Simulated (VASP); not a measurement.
# BeTe (P6_3/mmc) in VASP: a series of runs

BeTe is run at these levels: PBE, LDA, PBEsol; tasks: single point.

All numbers are computed with VASP 6.6.1; they aren't measurements. Logs are shortened: lines on timing, memory, paths and dates and some standing lists are left out, and cuts for length are marked.

## Step 1: The cell of the first run

Symmetry: P6_3/mmc, No. 194, hexagonal system. The conventional cell has a = 4.031 Å, b = 4.031 Å, c = 8.144 Å, α = 90.00°, β = 90.00°, γ = 120.00°. Be (site symmetry -6m2) has 3 Te at 2.33 Å within 3.1 Å. Te (site symmetry -6m2) has 3 Be at 2.33 Å within 3.1 Å.

## Step 2: Single point, PBE

Contents of INCAR:

```
PREC     = Accurate       # precision mode
ENCUT    = 520            # plane-wave cutoff, eV
EDIFF    = 1E-7           # SCF threshold, eV
ISMEAR   = 0              # smearing method
SIGMA    = 0.01           # smearing width, eV
LREAL    = F              # projectors in reciprocal space
LASPH    = T              # aspherical terms in the spheres
NELM     = 60             # most SCF steps
ALGO     = Normal         # electronic algorithm
ISIF     = 2              # what is computed and relaxed
LWAVE    = F              # write WAVECAR
LCHARG   = F              # write CHGCAR
GGA      = PE             # functional
NBANDS   = 16             # bands
```

Contents of KPOINTS:

```
regular mesh
0
Gamma
  6 6 2
```

Contents of POSCAR:

```
BeTe
1.0
    4.0308527429      0.0000000000      0.0000000000
   -2.0154263714      3.4908208742      0.0000000000
    0.0000000000      0.0000000000      8.1440445297
Be Te
2 2
Direct
    0.3333333333      0.6666666667      0.2500000000
    0.6666666667      0.3333333333      0.7500000000
    0.6666666667      0.3333333333      0.2500000000
    0.3333333333      0.6666666667      0.7500000000
```

Potentials or basis: VASP PAW PBE potentials, release 64 (Be, Te).

Started as:

```bash
> cat potpaw_PBE.64/Be/POTCAR potpaw_PBE.64/Te/POTCAR > POTCAR
> mpirun -np 1 vasp_std > vasp.out
```

OUTCAR:

```text
PREC = Accurate
   ENCUT = 520
   EDIFF = 1E-7
   ISMEAR = 0
   LREAL = F
   LASPH = T
   NELM = 60
   ISIF = 2
   GGA = PE

 ion  position               nearest neighbor table
   1  0.333  0.667  0.250-   3 2.33   3 2.33   3 2.33
   2  0.667  0.333  0.750-   4 2.33   4 2.33   4 2.33
   3  0.667  0.333  0.250-   1 2.33   1 2.33   1 2.33
   4  0.333  0.667  0.750-   2 2.33   2 2.33   2 2.33

  LATTYP: Found a hexagonal cell.
 ALAT       =     4.0308527429
 C/A-ratio  =     2.0204272022

  Lattice vectors:

 A1 = (   4.0308527429,   0.0000000000,   0.0000000000)
 A2 = (  -2.0154263714,   3.4908208742,   0.0000000000)
 A3 = (   0.0000000000,   0.0000000000,   8.1440445297)

Analysis of symmetry for initial positions (statically):
=====================================================================
 Subroutine PRICEL returns:
 Original cell was already a primitive cell.

 Routine SETGRP: Setting up the symmetry group for a
 hexagonal supercell.

 Subroutine GETGRP returns: Found 24 space group operations
 (whereof 12 operations were pure point group operations)
 out of a pool of 24 trial point group operations.

The static configuration has the point symmetry D_3d.
 The point group associated with its full space group is D_6h.

Analysis of symmetry for dynamics (positions and initial velocities):
=====================================================================
 Subroutine PRICEL returns:
 Original cell was already a primitive cell.

 Routine SETGRP: Setting up the symmetry group for a
 hexagonal supercell.

 Subroutine GETGRP returns: Found 24 space group operations
 (whereof 12 operations were pure point group operations)
 out of a pool of 24 trial point group operations.

The dynamic configuration has the point symmetry D_3d.
 The point group associated with its full space group is D_6h.

 Subroutine INISYM returns: Found 24 space group operations
 (whereof 12 operations are pure point group operations),
 and found     1 'primitive' translations

----------------------------------------------------------------------------------------

                                     Primitive cell

  volume of cell :     114.5947

  direct lattice vectors                    reciprocal lattice vectors
     4.030852743  0.000000000  0.000000000     0.248086463  0.143232786  0.000000000
    -2.015426371  3.490820874  0.000000000     0.000000000  0.286465572  0.000000000
     0.000000000  0.000000000  8.144044530     0.000000000  0.000000000  0.122789113

  length of vectors
     4.030852743  4.030852743  8.144044530     0.286465572  0.286465572  0.122789113

  position of ions in fractional coordinates (direct lattice)
     0.333333333  0.666666667  0.250000000
     0.666666667  0.333333333  0.750000000
     0.666666667  0.333333333  0.250000000
     0.333333333  0.666666667  0.750000000

  ion indices of the primitive-cell ions
   primitive index   ion index
                 1           1
                 2           2
                 3           3
                 4           4

----------------------------------------------------------------------------------------

 KPOINTS: regular mesh

Automatic generation of k-mesh.
 Grid dimensions read from file:
 generate k-points for:    6    6    2

 Generating k-lattice:

  Cartesian coordinates                     Fractional coordinates (reciprocal lattice)
     0.041347744  0.023872131  0.000000000     0.166666667  0.000000000  0.000000000
     0.000000000  0.047744262  0.000000000     0.000000000  0.166666667  0.000000000
     0.000000000  0.000000000  0.061394556     0.000000000  0.000000000  0.500000000

  Length of vectors
     0.047744262  0.047744262  0.061394556

  Shift w.r.t. Gamma in fractional coordinates (k-lattice)
     0.000000000  0.000000000  0.000000000

 Subroutine IBZKPT returns following result:
 ===========================================

 Found     14 irreducible k-points:

 Following reciprocal coordinates:
            Coordinates               Weight
  0.000000  0.000000  0.000000      1.000000
  0.166667 -0.000000  0.000000      6.000000
  0.333333  0.000000  0.000000      6.000000
  0.500000 -0.000000  0.000000      3.000000
  0.166667  0.166667  0.000000      6.000000
  0.333333  0.166667  0.000000     12.000000
  0.333333  0.333333  0.000000      2.000000
  0.000000  0.000000  0.500000      1.000000
  0.166667 -0.000000  0.500000      6.000000
  0.333333  0.000000  0.500000      6.000000
  0.500000 -0.000000  0.500000      3.000000
  0.166667  0.166667  0.500000      6.000000
  0.333333  0.166667  0.500000     12.000000
  0.333333  0.333333  0.500000      2.000000
   k-points           NKPTS =     14   k-points in BZ     NKDIM =     14   number of bands    NBANDS=     16
   number of dos      NEDOS =    301   number of ions     NIONS =      4
   total plane-waves  NPLWV =  57600
   dimension x,y,z NGX =    30 NGY =   30 NGZ =   64
   dimension x,y,z NGXF=    60 NGYF=   60 NGZF=  128
   ions per type =               2   2
   NGX,Y,Z   is equivalent  to a cutoff of  12.37, 12.37, 13.06 a.u.
   NGXF,Y,Z  is equivalent  to a cutoff of  24.75, 24.75, 26.13 a.u.
 SYSTEM =  unknown system
   PREC   = accura    normal or accurate (medium, high low for compatibility)
   ISTART =      0    job   : 0-new  1-cont  2-samecut
   ICHARG =      2    charge: 1-file 2-atom 10-const
   ISPIN  =      1    spin polarized calculation?
   LNONCOLLINEAR =      F non collinear calculations
   LSORBIT =      F    spin-orbit coupling
   LASPH  =      T    aspherical Exc in radial PAW
   ENCUT  =  520.0 eV  38.22 Ry    6.18 a.u.   7.49  7.49 15.14*2*pi/ulx,y,z
   NELM   =     60;   NELMIN=  2; NELMDL= -5     # of ELM steps
   EDIFF  = 0.1E-06   stopping-criterion for ELM
   LREAL  =      F    real-space projection
   EDIFFG = 0.1E-05   stopping-criterion for IOM
   NSW    =      0    number of steps for IOM
   IBRION =     -1    ionic relax: 0-MD 1-quasi-New 2-CG
   NFREE  =      0    steps in history (QN), initial steepest desc. (CG)
   ISIF   =      2    stress and relaxation
   ISYM   =      2    0-nonsym 1-usesym 2-fastsym
   POTIM  = 0.5000    time-step for ionic-motion
   TEBEG  =    0.0;   TEEND  =   0.0 temperature during run
   PSTRESS=    0.0 pullay stress
   NELECT =      16.0000    total number of electrons
   NUPDOWN=      -1.0000    fix difference up-down
   EMIN   =  10.00;   EMAX   =-10.00  energy-range for DOS
   EFERMI =   0.00;   METHOD = LEGACY
   ISMEAR =     0;   SIGMA  =   0.01  broadening in eV -4-tet -1-fermi 0-gaus
   EFERMI_NEDOS =   21; number of points for ismear=-14 and -15
   IALGO  =     38    algorithm
   IMIX   =      4    mixing-type and parameters
     AMIX     =   0.40;   BMIX     =  1.00
     AMIX_MAG =   1.60;   BMIX_MAG =  1.00
  volume/ion in A,a.u.               =      28.65       193.33
  Fermi-wavevector in a.u.,A,eV,Ry     =   0.849298  1.604940  9.813972  0.721307
  Thomas-Fermi vector in A             =   1.965096
   LORBIT       =      0    0 simple, 1 ext, 2 COOP (PROOUT), +10 PAW based schemes
   GGA     = PE    functional components
   LHFCALC =     F    Hartree Fock is set to
   AEXX    =    0.0000 exact exchange contribution
   IVDW    =     0    specifies the selected vdW correction
   LEPSILON=     F    determine dielectric tensor
   LRPA    =     F    only Hartree local field effects (RPA)
 non-spin polarized calculation
 Gauss-broadening in eV      SIGMA  =   0.01
  energy-cutoff  :      520.00
  volume of cell :      114.59
 maximum number of plane-waves:      3114
 NGX is ok and might be reduce to    30
   NGX = 15   NGY = 15   NGZ = 31

 number of electron      16.0000001 magnetization

 Free energy of the ion-electron system (eV)
  ---------------------------------------------------
  ext. energy  EPLUGINS =         0.00000000
  ---------------------------------------------------
  free energy    TOTEN  =       -14.28049402 eV

  energy without entropy =      -14.28049402  energy(sigma->0) =      -14.28049402

 E-fermi :   2.4103     XC(G=0):  -7.9046

 val. band max:        2.3448612420   @ k =   0.3333   0.1667   0.0000
 cond. band min:       5.0719147948   @ k =   0.3333   0.3333   0.5000
 fundamental gap:      2.7270535528
 Fermi energy:         2.4102690680

 k-point     1 :       0.0000    0.0000    0.0000
  band No.  band energies     occupation
      1      -8.7836      2.00000
      2      -8.4913      2.00000
      3      -0.6609      2.00000
      4       1.6433      2.00000
      5       1.6433      2.00000
      6       1.6510      2.00000
[... 8 lines left out ...]
     15       7.8105      0.00000
     16       8.7128      0.00000

 k-point     2 :       0.1667   -0.0000    0.0000
  band No.  band energies     occupation
      1      -8.5885      2.00000
      2      -8.3146      2.00000
      3      -0.3704      2.00000
      4       0.3099      2.00000
      5       0.5007      2.00000
      6       1.1881      2.00000
[... 8 lines left out ...]
     15       8.2781      0.00000
     16       8.6154      0.00000

 k-point     3 :       0.3333    0.0000    0.0000
  band No.  band energies     occupation
      1      -8.1094      2.00000
      2      -7.9050      2.00000
      3      -1.5088      2.00000
      4      -1.3256      2.00000
      5       0.4338      2.00000
      6       0.5209      2.00000
[... 8 lines left out ...]
     15      10.3457      0.00000
     16      10.3587      0.00000

 k-point     4 :       0.5000   -0.0000    0.0000
  band No.  band energies     occupation
      1      -7.7824      2.00000
      2      -7.6761      2.00000
      3      -2.2804      2.00000
      4      -2.1331      2.00000
      5       0.2540      2.00000
      6       0.4803      2.00000
[... 8 lines left out ...]
     15      10.0321      0.00000
     16      10.5769      0.00000
[... 134 lines left out ...]
 k-point    12 :       0.1667    0.1667    0.5000
  band No.  band energies     occupation
      1      -8.1351      2.00000
      2      -8.1351      2.00000
      3      -0.8567      2.00000
      4      -0.8567      2.00000
      5       0.4122      2.00000
      6       0.4122      2.00000
[... 8 lines left out ...]
     15      10.1927      0.00000
     16      10.1927      0.00000

 k-point    13 :       0.3333    0.1667    0.5000
  band No.  band energies     occupation
      1      -7.7384      2.00000
      2      -7.7384      2.00000
      3      -1.9041      2.00000
      4      -1.9041      2.00000
      5      -0.3157      2.00000
      6      -0.3157      2.00000
[... 8 lines left out ...]
     15      10.1266      0.00000
     16      10.1266      0.00000

 k-point    14 :       0.3333    0.3333    0.5000
  band No.  band energies     occupation
      1      -7.5901      2.00000
      2      -7.5901      2.00000
      3      -1.7638      2.00000
      4      -1.7638      2.00000
      5      -1.2156      2.00000
      6      -1.2156      2.00000
[... 8 lines left out ...]
     15      10.0736      0.00000
     16      10.0736      0.00000

------------------------ aborting loop because EDIFF is reached ----------------------------------------

  FORCE on cell =-STRESS in cart. coord.  units (eV):
  Direction    XX          YY          ZZ          XY          YZ          ZX
  --------------------------------------------------------------------------------------
  -------------------------------------------------------------------------------------
  Total        0.3805087      0.3805087      0.1497723      0.0000000      0.0000000      0.0000000
  in kB        5.3199869      5.3199869      2.0940041      0.0000000      0.0000000      0.0000000
  external PRESSURE =       4.2446593 kB  Pullay stress =       0.0000000 kB

 VOLUME and BASIS-vectors are now :
 -----------------------------------------------------------------------------
  energy-cutoff  :      520.00
  volume of cell :      114.59
      direct lattice vectors                 reciprocal lattice vectors
     4.030852743  0.000000000  0.000000000     0.248086463  0.143232786  0.000000000
    -2.015426371  3.490820874  0.000000000     0.000000000  0.286465572  0.000000000
     0.000000000  0.000000000  8.144044530     0.000000000  0.000000000  0.122789113

 POSITION                                       TOTAL-FORCE (eV/Angst)
 -----------------------------------------------------------------------------------
     -0.00000      2.32721      2.03601         0.000000     -0.000000      0.000000
      2.01543      1.16361      6.10803        -0.000000      0.000000      0.000000
      2.01543      1.16361      2.03601         0.000000      0.000000      0.000000
     -0.00000      2.32721      6.10803        -0.000000     -0.000000      0.000000
 -----------------------------------------------------------------------------------
    total drift:                                0.000000     -0.000000      0.000000

  FREE ENERGIE OF THE ION-ELECTRON SYSTEM (eV)
  ---------------------------------------------------
  free  energy   TOTEN  =       -14.2804940222 eV

  energy  without entropy=      -14.2804940222  energy(sigma->0) =      -14.28049402
```

Run time: 28 s. Hardware: 1 thread of Intel Xeon Platinum 8259CL at 2.50GHz (Skylake/Cascade Lake), shared host; peak memory 0.23 GiB.

Results:

```
Free energy            : -14.2805 eV
Pressure               : 0.4 GPa
Band gap on the k mesh : 2.73 eV, indirect (least direct gap 2.88 eV)
```

Levels at points of the mesh, in eV from the valence-band top:
```csv
k point,band 6,band 7,band 8,band 9,band 10,band 11
"(0.00, 0.00, 0.00)",-0.69,-0.52,-0.52,3.52,3.58,4.55
"(0.50, 0.00, 0.00)",-1.86,-1.16,-0.10,2.78,3.03,3.53
"(0.00, 0.00, 0.50)",-0.61,-0.61,-0.61,3.78,3.78,4.71
"(0.50, 0.00, 0.50)",-1.98,-0.49,-0.49,2.82,2.82,3.29
```

Caveat: spin-orbit coupling is left out, which moves the levels of the heavy elements. A hybrid or GW would open this gap; PBE tends to underestimate it.

## Step 3: Single point, LDA

This run uses another cell than the first one, of 24.17 Å³/atom, 0.844 times its volume.

Contents of INCAR:

```
  PREC = Accurate
  ENCUT = 520
  EDIFF = 1E-6
  ISMEAR = -1
  SIGMA = 0.02
  LREAL = False
  LASPH = True
  NELM = 80
  ALGO = Normal
  ISIF = 2
  LWAVE = False
  LCHARG = False
  NBANDS = 16
```

Contents of KPOINTS:

```
regular mesh
0
Gamma
  6 6 4
```

Contents of POSCAR:

```
BeTe
1.0
    3.9964893552      0.0000000000      0.0000000000
   -1.9982446776      3.4610613076      0.0000000000
    0.0000000000      0.0000000000      6.9908468179
Be Te
2 2
Direct
    0.3333333333      0.6666666667      0.2500000000
    0.6666666667      0.3333333333      0.7500000000
    0.6666666667      0.3333333333      0.2500000000
    0.3333333333      0.6666666667      0.7500000000
```

Potentials or basis: VASP PAW LDA potentials, release 64 (Be, Te).

Started as:

```bash
> cat potpaw_LDA.64/Be/POTCAR potpaw_LDA.64/Te/POTCAR > POTCAR
> mpirun -np 1 vasp_std > vasp.out
```

Wall time 27 s (1 thread of Intel Xeon Platinum 8259CL at 2.50GHz (Skylake/Cascade Lake), shared host); peak memory 0.19 GiB.

It converged, with:

| Property | Result |
| --- | --- |
| Free energy | -16.2949 eV |
| Pressure | 0.2 GPa |
| Band gap on the k mesh | 1.93 eV, indirect (least direct gap 2.42 eV) |

Stress tensor (GPa, compression positive):
```
0.31 0.00 0.00
0.00 0.31 0.00
0.00 0.00 0.02
```

Levels at points of the mesh, in eV from the valence-band top:
```csv
k point,band 4,band 5,band 6,band 7,band 8,band 9,band 10,band 11,band 12,band 13
"(0.00, 0.00, 0.00)",-1.52,-1.52,-0.98,-0.98,-0.12,2.64,3.41,3.65,3.65,4.51
"(0.50, 0.00, 0.00)",-5.06,-2.99,-2.54,-2.34,-0.97,2.01,2.83,3.25,4.66,6.42
"(0.00, 0.00, 0.50)",-2.80,-1.27,-1.27,-1.27,-1.27,3.12,3.12,4.02,4.02,4.02
"(0.50, 0.00, 0.50)",-5.43,-2.69,-2.69,-1.09,-1.09,2.06,2.06,2.65,2.65,8.18
```

Caveat: spin-orbit coupling is left out, which moves the levels of the heavy elements.

## Step 4: Single point, PBEsol

This run uses another cell than the first one, of 24.99 Å³/atom, 0.872 times its volume.

Contents of INCAR:

```
SYSTEM = BeTe
PREC     = Accurate       ! precision mode
ENCUT    = 520            ! plane-wave cutoff, eV
EDIFF    = 1E-7           ! SCF threshold, eV
ISMEAR   = -1             ! smearing method
SIGMA    = 0.02           ! smearing width, eV
LREAL    = .False.        ! projectors in reciprocal space
LASPH    = .True.         ! aspherical terms in the spheres
NELM     = 100            ! most SCF steps
ALGO     = Normal         ! electronic algorithm
ISIF     = 2              ! what is computed and relaxed
LWAVE    = .False.        ! write WAVECAR
LCHARG   = .False.        ! write CHGCAR
GGA      = PS             ! functional
NBANDS   = 16             ! bands
```

Contents of KPOINTS:

```
Automatic mesh
0
Gamma
  6 6 4
  0 0 0
```

Contents of POSCAR:

```
BeTe
1.0
    4.0304160423      0.0000000000      0.0000000000
   -2.0152080212      3.4904426805      0.0000000000
    0.0000000000      0.0000000000      7.1048135113
Be Te
2 2
Direct
    0.3333333333      0.6666666667      0.2500000000
    0.6666666667      0.3333333333      0.7500000000
    0.6666666667      0.3333333333      0.2500000000
    0.3333333333      0.6666666667      0.7500000000
```

Potentials or basis: VASP PAW PBE potentials, release 64 (Be, Te).

Started as:

```bash
> cat potpaw_PBE.64/Be/POTCAR potpaw_PBE.64/Te/POTCAR > POTCAR
> mpirun -np 1 vasp_std > vasp.out
```

Run time: 35 s. Hardware: 1 thread of Intel Xeon Platinum 8259CL at 2.50GHz (Skylake/Cascade Lake), shared host; peak memory 0.22 GiB.

It converged, with:

```
Free energy            : -15.3005 eV
Pressure               : 0.2 GPa
Band gap on the k mesh : 2.03 eV, indirect (least direct gap 2.43 eV)
```

Stress tensor (GPa, compression positive):
```
 0.35  0.00  0.00
 0.00  0.35  0.00
 0.00  0.00 -0.02
```

Levels at points of the mesh, in eV from the valence-band top:
```tsv
k point	band 5	band 6	band 7	band 8	band 9	band 10	band 11	band 12
(0.00, 0.00, 0.00)	-1.44	-0.94	-0.94	-0.15	2.58	3.26	3.72	3.72
(0.50, 0.00, 0.00)	-2.87	-2.38	-2.26	-0.86	2.06	2.83	3.21	4.60
(0.00, 0.00, 0.50)	-1.20	-1.20	-1.20	-1.20	3.05	3.05	4.07	4.07
(0.50, 0.00, 0.50)	-2.58	-2.58	-1.03	-1.03	2.15	2.15	2.65	2.65
```

Caveat: the PAW data sets were made with another functional, which shifts forces and pressure a little; spin-orbit coupling is left out, which moves the levels of the heavy elements.

[end of part 1 of 2]
